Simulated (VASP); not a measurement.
# Hf2N (P4_2/mnm) in VASP: further runs

The runs below take Hf2N through relaxation of shape and atoms at fixed volume, single point, with PBEsol.

Everything below comes from runs of VASP 6.6.1. Logs are shortened: lines on timing, memory, paths and dates and some standing lists are left out, and cuts for length are marked.

## (1) The cell of the first run

Symmetry: P4_2/mnm, No. 136, tetragonal system. Conventional cell: a = 5.348 Å, b = 5.348 Å, c = 3.259 Å, α = 90.00°, β = 90.00°, γ = 90.00°. Hf (site symmetry m2m) has 3 N at 2.23 to 2.25 Å and 11 Hf at 3.09 to 3.26 Å within 3.3 Å. N (site symmetry mmm) has 6 Hf at 2.23 to 2.25 Å within 3.0 Å.

## (2) Relaxation of shape and atoms at fixed volume, PBEsol (15.54 Å³/atom)

File INCAR:

```
PREC = Accurate ; ENCUT = 600
EDIFF = 1E-7 ; ISMEAR = 0
SIGMA = 0.1 ; LREAL = False
LASPH = True ; NELM = 80
ALGO = Normal ; ISIF = 4
LWAVE = False ; LCHARG = False
GGA = PS ; IBRION = 2
NSW = 50 ; EDIFFG = -0.01
```

File KPOINTS:

```
Automatic mesh
0
Gamma
  8 8 12
```

File POSCAR:

```
Hf2N
1.0
    5.3479734139      0.0000000000      0.0000000000
    0.0000000000      5.3479734139      0.0000000000
    0.0000000000      0.0000000000      3.2594060012
Hf N
4 2
Direct
    0.2954633019      0.2954633019      0.0000000000
    0.7045366981      0.7045366981      0.0000000000
    0.7954633019      0.2045366981      0.5000000000
    0.2045366981      0.7954633019      0.5000000000
    0.0000000000      0.0000000000      0.0000000000
    0.5000000000      0.5000000000      0.5000000000
```

Potentials or basis: VASP PAW PBE potentials, release 64 (Hf_pv, N).

Command:

```bash
$ cat potpaw_PBE.64/Hf_pv/POTCAR potpaw_PBE.64/N/POTCAR > POTCAR
$ mpirun -np 1 vasp_std > vasp.out
```

OUTCAR:

```text
PREC = Accurate
   ENCUT = 600
   EDIFF = 1E-7
   ISMEAR = 0
   LREAL = False
   LASPH = True
   NELM = 80
   ISIF = 4
   GGA = PS
   IBRION = 2
   NSW = 50
   EDIFFG = -0.01

 ion  position               nearest neighbor table
   1  0.295  0.295  0.000-   5 2.23   6 2.25   6 2.25   2 3.09   4 3.17   3 3.17   4 3.17   3 3.17
                             4 3.17   4 3.17   3 3.17   3 3.17   2 3.84   2 3.84
   2  0.705  0.705  0.000-   5 2.23   6 2.25   6 2.25   1 3.09   4 3.17   3 3.17   4 3.17   3 3.17
                             3 3.17   3 3.17   4 3.17   4 3.17   1 3.84   1 3.84
   3  0.795  0.205  0.500-   6 2.23   5 2.25   5 2.25   4 3.09   1 3.17   1 3.17   2 3.17   2 3.17
                             2 3.17   2 3.17   1 3.17   1 3.17   4 3.84   4 3.84
   4  0.205  0.795  0.500-   6 2.23   5 2.25   5 2.25   3 3.09   1 3.17   1 3.17   2 3.17   2 3.17
                             1 3.17   1 3.17   2 3.17   2 3.17   3 3.84   3 3.84
   5  0.000  0.000  0.000-   1 2.23   2 2.23   3 2.25   4 2.25   3 2.25   4 2.25
   6  0.500  0.500  0.500-   3 2.23   4 2.23   1 2.25   2 2.25   1 2.25   2 2.25

  LATTYP: Found a simple tetragonal cell.
 ALAT       =     5.3479734139
 C/A-ratio  =     0.6094656329

  Lattice vectors:

 A1 = (   5.3479734139,   0.0000000000,   0.0000000000)
 A2 = (   0.0000000000,   5.3479734139,   0.0000000000)
 A3 = (   0.0000000000,   0.0000000000,   3.2594060012)

Analysis of symmetry for initial positions (statically):
=====================================================================
 Subroutine PRICEL returns:
 Original cell was already a primitive cell.

 Routine SETGRP: Setting up the symmetry group for a
 simple tetragonal supercell.

 Subroutine GETGRP returns: Found 16 space group operations
 (whereof  8 operations were pure point group operations)
 out of a pool of 16 trial point group operations.

The static configuration has the point symmetry D_2h.
 The point group associated with its full space group is D_4h.

Analysis of symmetry for dynamics (positions and initial velocities):
=====================================================================
 Subroutine PRICEL returns:
 Original cell was already a primitive cell.

 Routine SETGRP: Setting up the symmetry group for a
 simple tetragonal supercell.

 Subroutine GETGRP returns: Found 16 space group operations
 (whereof  8 operations were pure point group operations)
 out of a pool of 16 trial point group operations.

The dynamic configuration has the point symmetry D_2h.
[... 111 lines left out ...]
   NSW    =     50    number of steps for IOM
   IBRION =      2    ionic relax: 0-MD 1-quasi-New 2-CG
   NFREE  =      1    steps in history (QN), initial steepest desc. (CG)
   ISIF   =      4    stress and relaxation
   ISYM   =      2    0-nonsym 1-usesym 2-fastsym
   POTIM  = 0.5000    time-step for ionic-motion
   TEBEG  =    0.0;   TEEND  =   0.0 temperature during run
   PSTRESS=    0.0 pullay stress
   NELECT =      50.0000    total number of electrons
   NUPDOWN=      -1.0000    fix difference up-down
   EMIN   =  10.00;   EMAX   =-10.00  energy-range for DOS
   EFERMI =   0.00;   METHOD = LEGACY
   ISMEAR =     0;   SIGMA  =   0.10  broadening in eV -4-tet -1-fermi 0-gaus
   EFERMI_NEDOS =   21; number of points for ismear=-14 and -15
   IALGO  =     38    algorithm
   IMIX   =      4    mixing-type and parameters
     AMIX     =   0.40;   BMIX     =  1.00
     AMIX_MAG =   1.60;   BMIX_MAG =  1.00
  volume/ion in A,a.u.               =      15.54       104.85
  Fermi-wavevector in a.u.,A,eV,Ry     =   1.330125  2.513572 24.071877  1.769233
  Thomas-Fermi vector in A             =   2.459236
   LORBIT       =      0    0 simple, 1 ext, 2 COOP (PROOUT), +10 PAW based schemes
   GGA     = PS    functional components
   LHFCALC =     F    Hartree Fock is set to
   AEXX    =    0.0000 exact exchange contribution
   IVDW    =     0    specifies the selected vdW correction
   LEPSILON=     F    determine dielectric tensor
   LRPA    =     F    only Hartree local field effects (RPA)
 conjugate gradient relaxation of ions
 non-spin polarized calculation
 Gauss-broadening in eV      SIGMA  =   0.10
  energy-cutoff  :      600.00
  volume of cell :       93.22
 maximum number of plane-waves:      3141
 NGX is ok and might be reduce to    48
   NGX = 21   NGY = 21   NGZ = 13

--------------------------------------- Ionic step        1  -------------------------------------------

 number of electron      50.0000000 magnetization

 Free energy of the ion-electron system (eV)
  ---------------------------------------------------
  ext. energy  EPLUGINS =         0.00000000
  ---------------------------------------------------
  free energy    TOTEN  =       -67.44261162 eV

  energy without entropy =      -67.42960108  energy(sigma->0) =      -67.43610635

------------------------ aborting loop because EDIFF is reached ----------------------------------------

  FORCE on cell =-STRESS in cart. coord.  units (eV):
  Direction    XX          YY          ZZ          XY          YZ          ZX
  --------------------------------------------------------------------------------------
  -------------------------------------------------------------------------------------
  Total       -3.8814838     -3.8814838     -4.1367999     -0.0000000      0.0000000      0.0000000
  in kB      -66.7100730    -66.7100730    -71.0981270     -0.0000000      0.0000000      0.0000000
  external PRESSURE =     -68.1727577 kB  Pullay stress =       0.0000000 kB
[... 107 lines left out ...]
--------------------------------------- Ionic step        4  -------------------------------------------

 number of electron      49.9999999 magnetization

 Free energy of the ion-electron system (eV)
  ---------------------------------------------------
  ext. energy  EPLUGINS =         0.00000000
  ---------------------------------------------------
  free energy    TOTEN  =       -67.44322030 eV

  energy without entropy =      -67.43008862  energy(sigma->0) =      -67.43665446

 E-fermi :   5.6703     XC(G=0): -12.0152

 val. band max:        5.6628679127   @ k =   0.3750   0.3750   0.3333
 cond. band min:       5.6823857030   @ k =   0.5000   0.0000   0.2500
 fundamental gap:      0.0195177903
 Fermi energy:         5.6702690860

 k-point     1 :       0.0000    0.0000    0.0000
  band No.  band energies     occupation
      1     -25.4804      2.00000
      2     -25.0199      2.00000
      3     -24.9594      2.00000
      4     -24.9594      2.00000
      5     -24.7396      2.00000
      6     -24.6151      2.00000
[... 781 lines left out ...]
     29       7.8952      0.00000
     30       7.8952      0.00000

 [... further k-points ...]
[... 5 lines left out ...]
  --------------------------------------------------------------------------------------
  -------------------------------------------------------------------------------------
  Total       -3.9251312     -3.9251312     -3.9332363     -0.0000000      0.0000000      0.0000000
  in kB      -67.4602300    -67.4602300    -67.5995311     -0.0000000      0.0000000      0.0000000
  external PRESSURE =     -67.5066637 kB  Pullay stress =       0.0000000 kB
[... 21 lines left out ...]
  FREE ENERGIE OF THE ION-ELECTRON SYSTEM (eV)
  ---------------------------------------------------
  free  energy   TOTEN  =       -67.4432202968 eV

  energy  without entropy=      -67.4300886210  energy(sigma->0) =      -67.43665446

 reached required accuracy - stopping structural energy minimisation
```

OSZICAR:

```text
N       E                     dE             d eps       ncg     rms          rms(c)
DAV:   1     0.246154912377E+03    0.24615E+03   -0.30377E+04  6300   0.182E+03
DAV:   2    -0.554319114134E+02   -0.30159E+03   -0.29379E+03  7720   0.414E+02
[... 30 lines left out ...]
       N       E                     dE             d eps       ncg     rms          rms(c)
DAV:   1    -0.674431884031E+02   -0.22877E-04   -0.26257E-02  6348   0.102E+00    0.114E-01
DAV:   2    -0.674432351506E+02   -0.46747E-04   -0.94609E-04  7714   0.188E-01    0.372E-02
DAV:   3    -0.674432240022E+02    0.11148E-04   -0.22273E-05  8066   0.303E-02    0.249E-02
DAV:   4    -0.674432202258E+02    0.37764E-05   -0.73703E-06  8284   0.170E-02    0.762E-03
DAV:   5    -0.674432202968E+02   -0.70997E-07   -0.77263E-07  6792   0.485E-03
   4 F= -.67443220E+02 E0= -.67436654E+02  d E =-.547976E-04
```

Run time: 6.1 min. Hardware: 1 thread of Intel Xeon 6975P-C (Granite Rapids), shared host; peak memory 0.46 GiB.

What came out:

```yaml
Free_energy: -67.4432 eV
Energy_gained_by_relaxing: 0.1 meV/atom
Ionic_steps: 4
Pressure_after_relaxing: -6.8 GPa
Band_gap_on_the_k_mesh: zero (bands 25 and 26 overlap by 2.61 eV)
```

Forces in eV/Å, atoms in the order of the input:
```
Hf  -0.002 -0.002  0.000
Hf   0.002  0.002  0.000
Hf  -0.002  0.002  0.000
Hf   0.002 -0.002  0.000
N    0.000  0.000  0.000
N    0.000  0.000  0.000
```

Step by step:
| step | energy change (eV) | largest force (eV/Å) | pressure (GPa) | volume (Å³) |
| --- | --- | --- | --- | --- |
| 1 | 0.0000 | 0.0532 | -6.82 | 93.22 |
| 2 | -0.0005 | 0.0226 | -6.77 | 93.22 |
| 3 | -0.0006 | 0.0147 | -6.76 | 93.22 |
| 4 | -0.0006 | 0.0028 | -6.75 | 93.22 |

Final structure:
```cif
data_structure
_symmetry_space_group_name_H-M 'P 1'
_symmetry_Int_Tables_number 1
_cell_length_a 5.3513
_cell_length_b 5.3513
_cell_length_c 3.2553
_cell_angle_alpha 90.000
_cell_angle_beta 90.000
_cell_angle_gamma 90.000
_cell_volume 93.22
loop_
_atom_site_label
_atom_site_type_symbol
_atom_site_fract_x
_atom_site_fract_y
_atom_site_fract_z
_atom_site_occupancy
Hf1 Hf 0.29604 0.29604 0.00000 1
Hf2 Hf 0.70396 0.70396 0.00000 1
Hf3 Hf 0.79604 0.20396 0.50000 1
Hf4 Hf 0.20396 0.79604 0.50000 1
N1 N 0.00000 0.00000 0.00000 1
N2 N 0.50000 0.50000 0.50000 1
```

Levels at points of the mesh, in eV from the Fermi level:
| k point | band 21 | band 22 | band 23 | band 24 | band 25 | band 26 | band 27 | band 28 | band 29 | band 30 |
| --- | --- | --- | --- | --- | --- | --- | --- | --- | --- | --- |
| (0.00, 0.00, 0.00) | -3.52 | -2.09 | -0.18 | 0.79 | 1.06 | 1.08 | 1.08 | 1.48 | 1.75 | 1.75 |
| (0.50, 0.00, 0.00) | -2.46 | -2.46 | -1.04 | -1.04 | 1.37 | 1.37 | 1.84 | 1.84 | 1.91 | 1.91 |
| (0.50, 0.50, 0.00) | -1.74 | -1.74 | -1.41 | -1.41 | 1.06 | 1.06 | 1.48 | 1.48 | 1.69 | 1.69 |
| (0.00, 0.00, 0.50) | -1.45 | -1.45 | -1.26 | -1.26 | -1.24 | -1.24 | 2.13 | 2.13 | 3.63 | 3.63 |
| (0.50, 0.00, 0.50) | -1.91 | -1.91 | -1.17 | -1.17 | -0.93 | -0.93 | 1.73 | 1.73 | 3.73 | 3.73 |
| (0.50, 0.50, 0.50) | -1.65 | -1.65 | -0.82 | -0.82 | -0.60 | -0.60 | 1.22 | 1.22 | 2.81 | 2.81 |

Caveat: the PAW data sets were made with another functional, which shifts forces and pressure a little; spin-orbit coupling is left out, which moves the levels of the heavy elements.

[end of part 1 of 2]

The gap in the log of VASP goes by the Fermi energy; the results here count the filled bands.